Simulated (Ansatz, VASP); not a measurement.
**ScHO2: VASP beside Ansatz**

The input INCAR:

```
PREC = Accurate
ENCUT = 520
EDIFF = 1E-6
ISMEAR = 0
SIGMA = 0.05
LREAL = False
LASPH = True
NELM = 80
ALGO = Normal
ISIF = 2
LWAVE = False
LCHARG = True
GGA = CA
LELF = True
LVHAR = True
NBANDS = 20
```

The input KPOINTS:

```
Automatic mesh
0
Gamma
  9 9 9
```

Contents of POSCAR:

```
ScHO2
1.0
    1.5905104664      0.9182816459      4.6807235495
   -1.5905104664      0.9182816459      4.6807235495
    0.0000000000     -1.8365632918      4.6807235495
Sc H O
1 1 2
Direct
    0.0000000000      0.0000000000      0.0000000000
    0.5000000000      0.5000000000      0.5000000000
    0.5897010000      0.5897010000      0.5897010000
    0.4102990000      0.4102990000      0.4102990000
```

Input for Ansatz:

```yaml
crystal:
  lattice:
    - [1.5905104664, 0.9182816459, 4.6807235495]
    - [-1.5905104664, 0.9182816459, 4.6807235495]
    - [0.0, -1.8365632918, 4.6807235495]
  atoms:
    - { symbol: Sc, position: [0.0, 0.0, 0.0] }
    - { symbol: H, position: [0.5, 0.5, 0.5] }
    - { symbol: O, position: [0.589701, 0.589701, 0.589701] }
    - { symbol: O, position: [0.410299, 0.410299, 0.410299] }
basis:
  ecutwfc: 420
kpoints:
  mp_grid: { grid: [9, 9, 9] }
hamiltonian:
  xc: lda
scf:
  occupations: { method: gaussian, width: 0.05 }
output:
  forces: true
  stress: true
  eigenvalues: true
```

Alike in both runs: task single point; functional LDA; k mesh 9 × 9 × 9; occupations gaussian, width 0.05 eV; no spin polarisation.

|  | VASP | Ansatz |
| --- | --- | --- |
| version | VASP 6.6.1 | Ansatz 0.2.0 |
| potentials or method | VASP PAW LDA potentials, release 64 (Sc_sv, H, O), cutoff 520 eV | scalar-relativistic, plane waves, PAW |
| valence electrons in the cell | 24 | 24 |

Ansatz gave:

```
gap on the k mesh at the Fermi level (eV)                     : 3.93
least direct gap on the mesh (eV)                             : 4.44
pressure (GPa)                                                : -10.5
traceless stress, the component that is largest in VASP (GPa) : -9.30
rms of the force components (eV/Å)                            : 0.033
```

Task: Which values does VASP return?

Result: gap on the k mesh at the Fermi level (eV): 3.90; least direct gap on the mesh (eV): 4.41; pressure (GPa): -9.5; traceless stress, the component that is largest in VASP (GPa): -9.28; rms of the force components (eV/Å): 0.056.

LDA's correlation is that of Perdew and Zunger in VASP and of Perdew and Wang (1992) in Ansatz. Atom by atom the forces differ by 0.023 eV/Å (rms over components).
